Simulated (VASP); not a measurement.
# Si3C2: single point with PBE

Si3C2:

```xyz
5
Lattice="3.9689 0.0000 0.0000 0.0000 3.9689 0.0000 0.0000 0.0000 3.9689" Properties=species:S:1:pos:R:3 pbc="T T T"
Si    0.0000    1.9844    1.9844
Si    1.9844    0.0000    1.9844
Si    1.9844    1.9844    0.0000
C     1.9844    1.9844    1.9844
C     0.0000    0.0000    0.0000
```

The cell was built from a structure type or drawn by symmetry, and may not be a known phase.

| Item | Value |
| --- | --- |
| Program | VASP 6.6.1 |
| Task | single point |
| Functional | PBE |
| Potentials or basis | VASP PAW PBE potentials, release 64 (Si, C) |
| Cutoff | 520 eV |
| k mesh | 10 × 10 × 10 |
| Occupations | gaussian, width 0.1 eV |
| Spin | no spin polarisation |
| Dipole correction | no |
| Further INCAR settings | ALGO = Normal; EDIFF = 1e-06; NBANDS = 18 |

```
Pressure               : 0.0 GPa
Band gap on the k mesh : zero (bands 10 and 11 overlap by 3.48 eV)
```

Levels at points of the mesh, in eV from the Fermi level:
```csv
k point,band 6,band 7,band 8,band 9,band 10,band 11,band 12,band 13,band 14,band 15
"(0.00, 0.00, 0.00)",-4.47,-4.47,-1.95,-1.23,-1.23,-1.23,3.23,3.23,3.23,4.80
"(0.50, 0.00, 0.00)",-5.60,-3.51,-2.69,-2.69,-0.20,1.76,2.31,2.81,2.81,2.89
"(0.50, 0.50, 0.00)",-3.43,-2.23,-2.23,-2.05,-1.14,-0.27,-0.27,3.23,3.23,4.75
"(0.50, 0.50, 0.50)",-5.81,-5.81,-5.81,2.26,2.26,2.26,3.45,3.45,3.45,5.84
```

It took 91 s on 1 thread of Intel Xeon 8259CL, with other jobs on the host, peak memory 0.19 GiB.
